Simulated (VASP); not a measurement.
# TiCo3 (Pm-3m) in VASP: a series of runs, part 2 of 2

VASP 6.6.1.

### Step 3. Single point, LDA

Contents of INCAR:

```
PREC = Accurate
ENCUT = 520
EDIFF = 1E-7
ISMEAR = -1
SIGMA = 0.15
LREAL = False
LASPH = True
NELM = 60
ALGO = Normal
ISIF = 2
LWAVE = False
LCHARG = False
GGA = CA
NBANDS = 28
```

Contents of KPOINTS:

```
Automatic mesh
0
Gamma
  12 12 12
```

Contents of POSCAR:

```
TiCo3
1.0
    3.4725423509      0.0000000000      0.0000000000
    0.0000000000      3.4725423509      0.0000000000
    0.0000000000      0.0000000000      3.4725423509
Ti Co
1 3
Direct
    0.0000000000      0.0000000000      0.0000000000
    0.0000000000      0.5000000000      0.5000000000
    0.5000000000      0.0000000000      0.5000000000
    0.5000000000      0.5000000000      0.0000000000
```

Potentials or basis: VASP PAW LDA potentials, release 64 (Ti_sv, Co).

Command:

```
> cat potpaw_LDA.64/Ti_sv/POTCAR potpaw_LDA.64/Co/POTCAR > POTCAR
> mpirun -np 1 vasp_std > vasp.out
```

OUTCAR:

```text
PREC = Accurate
   ENCUT = 520
   EDIFF = 1E-7
   ISMEAR = -1
   LREAL = False
   LASPH = True
   NELM = 60
   ISIF = 2
   GGA = CA

 ion  position               nearest neighbor table
   1  0.000  0.000  0.000-   2 2.46   3 2.46   4 2.46   2 2.46   3 2.46   2 2.46   4 2.46   2 2.46
                             3 2.46   4 2.46   3 2.46   4 2.46
   2  0.000  0.500  0.500-   1 2.46   3 2.46   4 2.46   1 2.46   4 2.46   1 2.46   3 2.46   1 2.46
                             3 2.46   4 2.46   4 2.46   3 2.46
   3  0.500  0.000  0.500-   1 2.46   2 2.46   4 2.46   1 2.46   4 2.46   2 2.46   4 2.46   4 2.46
                             1 2.46   2 2.46   1 2.46   2 2.46
   4  0.500  0.500  0.000-   1 2.46   2 2.46   3 2.46   2 2.46   3 2.46   1 2.46   3 2.46   3 2.46
                             1 2.46   2 2.46   2 2.46   1 2.46

  LATTYP: Found a simple cubic cell.
 ALAT       =     3.4725423509

  Lattice vectors:

 A1 = (   3.4725423509,   0.0000000000,   0.0000000000)
 A2 = (   0.0000000000,   3.4725423509,   0.0000000000)
 A3 = (   0.0000000000,   0.0000000000,   3.4725423509)

Analysis of symmetry for initial positions (statically):
=====================================================================
 Subroutine PRICEL returns:
 Original cell was already a primitive cell.

 Routine SETGRP: Setting up the symmetry group for a
 simple cubic supercell.

 Subroutine GETGRP returns: Found 48 space group operations
 (whereof 48 operations were pure point group operations)
 out of a pool of 48 trial point group operations.

The static configuration has the point symmetry O_h .

Analysis of symmetry for dynamics (positions and initial velocities):
=====================================================================
 Subroutine PRICEL returns:
 Original cell was already a primitive cell.

 Routine SETGRP: Setting up the symmetry group for a
 simple cubic supercell.

 Subroutine GETGRP returns: Found 48 space group operations
 (whereof 48 operations were pure point group operations)
 out of a pool of 48 trial point group operations.

The dynamic configuration has the point symmetry O_h .
[... 124 lines left out ...]
  volume/ion in A,a.u.               =      10.47        70.64
  Fermi-wavevector in a.u.,A,eV,Ry     =   1.598756  3.021210 34.776767  2.556020
  Thomas-Fermi vector in A             =   2.696156
   LORBIT       =      0    0 simple, 1 ext, 2 COOP (PROOUT), +10 PAW based schemes
   GGA     = CA    functional components
   LHFCALC =     F    Hartree Fock is set to
   AEXX    =    0.0000 exact exchange contribution
   IVDW    =     0    specifies the selected vdW correction
   LEPSILON=     F    determine dielectric tensor
   LRPA    =     F    only Hartree local field effects (RPA)
 non-spin polarized calculation
  energy-cutoff  :      520.00
  volume of cell :       41.87
 maximum number of plane-waves:      1146
 NGX is ok and might be reduce to    28
   NGX = 13   NGY = 13   NGZ = 13

 number of electron      38.9999964 magnetization

 Free energy of the ion-electron system (eV)
  ---------------------------------------------------
  ext. energy  EPLUGINS =         0.00000000
  ---------------------------------------------------
  free energy    TOTEN  =       -34.57948338 eV

  energy without entropy =      -34.20480196  energy(sigma->0) =      -34.39214267

 E-fermi :  11.3311     XC(G=0): -14.1004

 val. band max:       11.3282921494   @ k =   0.4167   0.0833   0.0000
 cond. band min:      11.3346317296   @ k =   0.3333   0.1667   0.0833
 fundamental gap:      0.0063395802
 Fermi energy:        11.3311271269

 k-point     1 :       0.0000    0.0000    0.0000
  band No.  band energies     occupation
      1     -44.2754      2.00000
      2     -20.9367      2.00000
      3     -20.9367      2.00000
      4     -20.9367      2.00000
      5       2.9561      2.00000
      6       6.4901      2.00000
[... 733 lines left out ...]
     27      16.7651      0.00000
     28      18.0058      0.00000

 [... further k-points ...]

------------------------ aborting loop because EDIFF is reached ----------------------------------------

  FORCE on cell =-STRESS in cart. coord.  units (eV):
  Direction    XX          YY          ZZ          XY          YZ          ZX
  --------------------------------------------------------------------------------------
  -------------------------------------------------------------------------------------
  Total        1.1862460      1.1862460      1.1862460     -0.0000000      0.0000000      0.0000000
  in kB       45.3881715     45.3881715     45.3881715     -0.0000000      0.0000000      0.0000000
  external PRESSURE =      45.3881715 kB  Pullay stress =       0.0000000 kB

 VOLUME and BASIS-vectors are now :
 -----------------------------------------------------------------------------
  energy-cutoff  :      520.00
  volume of cell :       41.87
      direct lattice vectors                 reciprocal lattice vectors
     3.472542351  0.000000000  0.000000000     0.287973450  0.000000000  0.000000000
     0.000000000  3.472542351  0.000000000     0.000000000  0.287973450  0.000000000
     0.000000000  0.000000000  3.472542351     0.000000000  0.000000000  0.287973450

 POSITION                                       TOTAL-FORCE (eV/Angst)
 -----------------------------------------------------------------------------------
      0.00000      0.00000      0.00000         0.000000      0.000000      0.000000
      0.00000      1.73627      1.73627         0.000000      0.000000      0.000000
      1.73627      0.00000      1.73627         0.000000      0.000000      0.000000
      1.73627      1.73627      0.00000         0.000000      0.000000      0.000000
 -----------------------------------------------------------------------------------
    total drift:                                0.000000      0.000000      0.000000

  FREE ENERGIE OF THE ION-ELECTRON SYSTEM (eV)
  ---------------------------------------------------
  free  energy   TOTEN  =       -34.5794833815 eV

  energy  without entropy=      -34.2048019625  energy(sigma->0) =      -34.39214267
```

stdout:

```text
POSCAR found type information on POSCAR TiCo
 POSCAR found :  2 types and       4 ions
 scaLAPACK will be used
 LDA part: xc-table for (Slater(with rela. corr.)+CA(PZ))
 , standard interpolation
 POSCAR, INCAR and KPOINTS ok, starting setup
 FFT: planning ... GRIDC
 FFT: planning ... GRID_SOFT
 FFT: planning ... GRID
 WAVECAR not read
 entering main loop
```

Run time: 61 s. Hardware: 1 thread of Intel Xeon Platinum 8488C (Sapphire Rapids), shared host; peak memory 0.2 GiB.

What came out:

```yaml
Free_energy: -34.5795 eV
Pressure: 4.5 GPa
Band_gap_on_the_k_mesh: zero (an odd number of electrons rules out a gap without spin polarisation)
```

Caveat: the cell stands under pressure; the run has no spin polarisation, though such a crystal can be magnetic. Spin polarisation is off, so any magnetic state and its effect on volume and gap are missing.

### Step 4. Single point, LDA (10.88 Å³/atom)

This run uses another cell than the first one, of 10.88 Å³/atom.

Contents of INCAR:

```
SYSTEM = TiCo3
ALGO = Fast
EDIFF = 1E-7
ENCUT = 520
ISIF = 2
ISMEAR = -1
LASPH = .True.
LCHARG = .False.
LREAL = .False.
LWAVE = .False.
NBANDS = 28
NELM = 80
PREC = Accurate
SIGMA = 0.15
```

Contents of KPOINTS:

```
k-points
0
Gamma
  12 12 12
  0 0 0
```

Contents of POSCAR:

```
TiCo3
1.0
    3.5173625410      0.0000000000      0.0000000000
    0.0000000000      3.5173625410      0.0000000000
    0.0000000000      0.0000000000      3.5173625410
Ti Co
1 3
Direct
    0.0000000000      0.0000000000      0.0000000000
    0.0000000000      0.5000000000      0.5000000000
    0.5000000000      0.0000000000      0.5000000000
    0.5000000000      0.5000000000      0.0000000000
```

Potentials or basis: VASP PAW LDA potentials, release 64 (Ti_sv, Co).

Command:

```
> cat potpaw_LDA.64/Ti_sv/POTCAR potpaw_LDA.64/Co/POTCAR > POTCAR
> mpirun -np 1 vasp_std > vasp.out
```

OUTCAR:

```text
SYSTEM = TiCo3
   EDIFF = 1E-7
   ENCUT = 520
   ISIF = 2
   ISMEAR = -1
   LASPH = .True.
   LREAL = .False.
   NELM = 80
   PREC = Accurate

 ion  position               nearest neighbor table
   1  0.000  0.000  0.000-   2 2.49   3 2.49   4 2.49   2 2.49   3 2.49   2 2.49   4 2.49   2 2.49
                             3 2.49   4 2.49   3 2.49   4 2.49
   2  0.000  0.500  0.500-   1 2.49   3 2.49   4 2.49   1 2.49   4 2.49   1 2.49   3 2.49   1 2.49
                             3 2.49   4 2.49   4 2.49   3 2.49
   3  0.500  0.000  0.500-   1 2.49   2 2.49   4 2.49   1 2.49   4 2.49   2 2.49   4 2.49   4 2.49
                             1 2.49   2 2.49   1 2.49   2 2.49
   4  0.500  0.500  0.000-   1 2.49   2 2.49   3 2.49   2 2.49   3 2.49   1 2.49   3 2.49   3 2.49
                             1 2.49   2 2.49   2 2.49   1 2.49

  LATTYP: Found a simple cubic cell.
 ALAT       =     3.5173625410

  Lattice vectors:

 A1 = (   3.5173625410,   0.0000000000,   0.0000000000)
 A2 = (   0.0000000000,   3.5173625410,   0.0000000000)
 A3 = (   0.0000000000,   0.0000000000,   3.5173625410)

Analysis of symmetry for initial positions (statically):
=====================================================================
 Subroutine PRICEL returns:
 Original cell was already a primitive cell.

 Routine SETGRP: Setting up the symmetry group for a
 simple cubic supercell.

 Subroutine GETGRP returns: Found 48 space group operations
 (whereof 48 operations were pure point group operations)
 out of a pool of 48 trial point group operations.

The static configuration has the point symmetry O_h .

Analysis of symmetry for dynamics (positions and initial velocities):
=====================================================================
 Subroutine PRICEL returns:
 Original cell was already a primitive cell.

 Routine SETGRP: Setting up the symmetry group for a
 simple cubic supercell.

 Subroutine GETGRP returns: Found 48 space group operations
 (whereof 48 operations were pure point group operations)
 out of a pool of 48 trial point group operations.

The dynamic configuration has the point symmetry O_h .

[... 125 lines left out ...]
  Thomas-Fermi vector in A             =   2.678923
   LORBIT       =      0    0 simple, 1 ext, 2 COOP (PROOUT), +10 PAW based schemes
   GGA     = CA    functional components
   LHFCALC =     F    Hartree Fock is set to
   AEXX    =    0.0000 exact exchange contribution
   IVDW    =     0    specifies the selected vdW correction
   LEPSILON=     F    determine dielectric tensor
   LRPA    =     F    only Hartree local field effects (RPA)
 non-spin polarized calculation
 RMM-DIIS sequential band-by-band and
  energy-cutoff  :      520.00
  volume of cell :       43.52
 maximum number of plane-waves:      1208
 NGX is ok and might be reduce to    28
   NGX = 13   NGY = 13   NGZ = 13

 number of electron      38.9999974 magnetization

 Free energy of the ion-electron system (eV)
  ---------------------------------------------------
  ext. energy  EPLUGINS =         0.00000000
  ---------------------------------------------------
  free energy    TOTEN  =       -34.57488304 eV

  energy without entropy =      -34.17868528  energy(sigma->0) =      -34.37678416

 E-fermi :  10.7530     XC(G=0): -13.8753

 val. band max:       10.7519351194   @ k =   0.3333   0.1667   0.0833
 cond. band min:      10.7545234050   @ k =   0.3333   0.3333   0.0000
 fundamental gap:      0.0025882856
 Fermi energy:        10.7530346569

 k-point     1 :       0.0000    0.0000    0.0000
  band No.  band energies     occupation
      1     -44.9399      2.00000
      2     -21.5905      2.00000
      3     -21.5905      2.00000
      4     -21.5905      2.00000
      5       2.5585      2.00000
      6       6.1558      2.00000
[... 733 lines left out ...]
     27      15.9441      0.00000
     28      17.1459      0.00000

 [... further k-points ...]

------------------------ aborting loop because EDIFF is reached ----------------------------------------

  FORCE on cell =-STRESS in cart. coord.  units (eV):
  Direction    XX          YY          ZZ          XY          YZ          ZX
  --------------------------------------------------------------------------------------
  -------------------------------------------------------------------------------------
  Total       -1.4082269     -1.4082269     -1.4082269     -0.0000000     -0.0000000      0.0000000
  in kB      -51.8479776    -51.8479776    -51.8479776     -0.0000000     -0.0000000      0.0000000
  external PRESSURE =     -51.8479776 kB  Pullay stress =       0.0000000 kB

 VOLUME and BASIS-vectors are now :
 -----------------------------------------------------------------------------
  energy-cutoff  :      520.00
  volume of cell :       43.52
      direct lattice vectors                 reciprocal lattice vectors
     3.517362541  0.000000000  0.000000000     0.284303932  0.000000000  0.000000000
     0.000000000  3.517362541  0.000000000     0.000000000  0.284303932  0.000000000
     0.000000000  0.000000000  3.517362541     0.000000000  0.000000000  0.284303932

 POSITION                                       TOTAL-FORCE (eV/Angst)
 -----------------------------------------------------------------------------------
      0.00000      0.00000      0.00000         0.000000      0.000000      0.000000
      0.00000      1.75868      1.75868         0.000000      0.000000      0.000000
      1.75868      0.00000      1.75868         0.000000      0.000000      0.000000
      1.75868      1.75868      0.00000         0.000000      0.000000      0.000000
 -----------------------------------------------------------------------------------
    total drift:                                0.000000      0.000000      0.000000

  FREE ENERGIE OF THE ION-ELECTRON SYSTEM (eV)
  ---------------------------------------------------
  free  energy   TOTEN  =       -34.5748830404 eV

  energy  without entropy=      -34.1786852787  energy(sigma->0) =      -34.37678416
```

OSZICAR:

```text
N       E                     dE             d eps       ncg     rms          rms(c)
DAV:   1     0.318746692585E+03    0.31875E+03   -0.17626E+04  4704   0.187E+03
DAV:   2    -0.141364805404E+02   -0.33288E+03   -0.32139E+03  4716   0.411E+02
DAV:   3    -0.386013615478E+02   -0.24465E+02   -0.23392E+02  6104   0.131E+02
[... 51 lines left out ...]
RMM:  55    -0.345748724166E+02   -0.88682E-05   -0.83268E-05  1882   0.111E-03    0.141E-04
RMM:  56    -0.345748794528E+02   -0.70362E-05   -0.75328E-05  2027   0.109E-03    0.159E-04
RMM:  57    -0.345748826309E+02   -0.31781E-05   -0.39700E-05  2222   0.103E-03    0.136E-04
RMM:  58    -0.345748829902E+02   -0.35934E-06   -0.80877E-06  1930   0.949E-04    0.927E-05
RMM:  59    -0.345748830404E+02   -0.50175E-07   -0.98459E-07  1994   0.929E-04
   1 F= -.34574883E+02 E0= -.34376784E+02  d E =-.396198E+00
```

Wall time 3.6 min (1 thread of Intel Xeon Platinum 8488C (Sapphire Rapids), shared host); peak memory 0.21 GiB.

Results:

```yaml
Free_energy: -34.5749 eV
Pressure: -5.2 GPa
Band_gap_on_the_k_mesh: zero (an odd number of electrons rules out a gap without spin polarisation)
```

Levels at points of the mesh, in eV from the Fermi level:
```
           k point  band 16  band 17  band 18  band 19  band 20  band 21  band 22  band 23  band 24  band 25
(0.00, 0.00, 0.00)    -0.10     0.44     0.70     0.70     0.70     2.63     2.63     3.50     3.50     3.59
(0.50, 0.00, 0.00)    -0.79    -0.64    -0.64    -0.57     0.07     0.70     1.20     1.20     1.98     2.51
(0.50, 0.50, 0.00)    -1.37    -0.99    -0.88    -0.88    -0.43    -0.42     1.73     1.73     2.30     2.30
(0.50, 0.50, 0.50)    -1.05    -0.03     0.47     0.47     0.47     0.95     0.95     0.95     2.27     2.27
```

Caveat: the cell stands under tension; the run has no spin polarisation, though such a crystal can be magnetic.

### Step 5. Relaxation of cell and atoms, LDA, target pressure 5 GPa, at which the enthalpy is minimised

This run uses another cell than the first one, of 10.67 Å³/atom.

Contents of INCAR:

```
SYSTEM = TiCo3
PREC = Accurate
ENCUT = 600
EDIFF = 1E-6
ISMEAR = -1
SIGMA = 0.15
LREAL = .FALSE.
LASPH = .TRUE.
NELM = 80
ALGO = Fast
ISIF = 3
LWAVE = .FALSE.
LCHARG = .FALSE.
GGA = CA
IBRION = 2
NSW = 80
EDIFFG = -0.001
PSTRESS = 50.0
```

Contents of KPOINTS:

```
Automatic mesh
0
G
  12 12 12
  0 0 0
```

Contents of POSCAR:

```
TiCo3
1.0
    3.4942213280      0.0000000000      0.0000000000
    0.0000000000      3.4942213280      0.0000000000
    0.0000000000      0.0000000000      3.4942213280
Ti Co
1 3
Direct
    0.0000000000      0.0000000000      0.0000000000
    0.0000000000      0.5000000000      0.5000000000
    0.5000000000      0.0000000000      0.5000000000
    0.5000000000      0.5000000000      0.0000000000
```

Command:

```
> cat potpaw_LDA.64/Ti_sv/POTCAR potpaw_LDA.64/Co/POTCAR > POTCAR
> mpirun -np 1 vasp_std > vasp.out
```

Run time: 19 min. Hardware: 1 thread of Intel Xeon Platinum 8488C (Sapphire Rapids), shared host; peak memory 0.22 GiB.

Results (log left out):

- Free energy: -34.5774 eV
- Relaxed volume: 10.45 Å³/atom
- Relaxed cell: a = 3.471 Å, b = 3.471 Å, c = 3.471 Å, α = 90.00°, β = 90.00°, γ = 90.00°
- Space group after relaxing (to 0.1 Å): Pm-3m (No. 221)
- Energy change on relaxing (the run minimises the enthalpy): +2.9 meV/atom
- Ionic steps: 72
- Pressure after relaxing: 5.0 GPa
- Band gap on the k mesh: zero (an odd number of electrons rules out a gap without spin polarisation)

The path:
```csv
step,energy change (eV),largest force (eV/Å),pressure (GPa),volume (Å³)
1,0.0000,0.0000,-0.52,42.66
3,0.0117,0.0000,5.04,41.81
5,0.0112,0.0000,4.97,41.82
7,0.0112,0.0000,4.72,41.82
9,0.0112,0.0000,4.82,41.82
11,0.0112,0.0000,4.82,41.82
13,0.0112,0.0000,4.82,41.82
15,0.0112,0.0000,4.82,41.82
17,0.0112,0.0000,4.82,41.82
19,0.0112,0.0000,4.82,41.82
21,0.0112,0.0000,4.82,41.82
23,0.0112,0.0000,4.82,41.82
25,0.0112,0.0000,4.82,41.82
27,0.0112,0.0000,4.88,41.82
29,0.0113,0.0000,5.09,41.82
31,0.0113,0.0000,4.83,41.82
33,0.0113,0.0000,4.87,41.82
35,0.0113,0.0000,5.07,41.82
37,0.0113,0.0000,4.89,41.82
39,0.0113,0.0000,4.89,41.82
41,0.0114,0.0000,5.11,41.82
43,0.0114,0.0000,4.83,41.82
45,0.0114,0.0000,4.84,41.82
47,0.0114,0.0000,4.91,41.82
49,0.0114,0.0000,5.08,41.82
51,0.0114,0.0000,4.92,41.82
53,0.0114,0.0000,4.89,41.82
55,0.0114,0.0000,4.95,41.82
57,0.0114,0.0000,4.85,41.82
59,0.0115,0.0000,4.89,41.82
61,0.0115,0.0000,4.97,41.81
63,0.0115,0.0000,4.97,41.81
65,0.0115,0.0000,4.86,41.81
67,0.0115,0.0000,4.90,41.81
69,0.0115,0.0000,4.89,41.81
71,0.0115,0.0000,4.89,41.81
72,0.0115,0.0000,5.00,41.81
```

Final structure:
```
CELL_PARAMETERS angstrom
3.47085 0.00000 0.00000
0.00000 3.47085 0.00000
0.00000 0.00000 3.47085
ATOMIC_POSITIONS crystal
Ti 0.00000 0.00000 0.00000
Co 0.00000 0.50000 0.50000
Co 0.50000 0.00000 0.50000
Co 0.50000 0.50000 0.00000
```

Levels at points of the mesh, in eV from the Fermi level:
| k point | band 17 | band 18 | band 19 | band 20 | band 21 | band 22 | band 23 |
| --- | --- | --- | --- | --- | --- | --- | --- |
| (0.00, 0.00, 0.00) | 0.47 | 0.75 | 0.75 | 0.75 | 2.77 | 2.77 | 3.64 |
| (0.50, 0.00, 0.00) | -0.68 | -0.68 | -0.60 | 0.08 | 0.75 | 1.24 | 1.24 |
| (0.50, 0.50, 0.00) | -1.05 | -0.93 | -0.93 | -0.46 | -0.44 | 1.81 | 1.81 |
| (0.50, 0.50, 0.50) | -0.07 | 0.50 | 0.50 | 0.50 | 1.03 | 1.03 | 1.03 |

Caveat: the cell is relaxed towards a set pressure, so the run minimises the enthalpy, not the energy; the run has no spin polarisation, though such a crystal can be magnetic.

### Step 6. The runs side by side

```tsv
task	cell	cutoff (eV)	gap on the mesh (eV)	pressure (GPa)
single point	a = 3.471 Å, 4 atoms	520	none	4.9
single point	a = 3.473 Å, 4 atoms	520	none	4.5
single point	a = 3.517 Å, 4 atoms	520	none	-5.2
relaxation of cell and atoms	relaxed to 5 GPa from a = 3.494 Å, 4 atoms	600	none	5.0
```

Alike in all rows: level LDA; potentials or basis VASP PAW LDA potentials, release 64 (Ti_sv, Co); no spin polarisation; k mesh 12 × 12 × 12; smearing fermi-dirac 0.15 eV.

Caveats: the run has no spin polarisation, though such a crystal can be magnetic; the cell stands under pressure (at least some runs); the cell stands under tension (at least some runs); the cell is relaxed towards a set pressure, so the run minimises the enthalpy, not the energy (at least some runs).

Absolute energies hang on the potentials; compare differences alone.
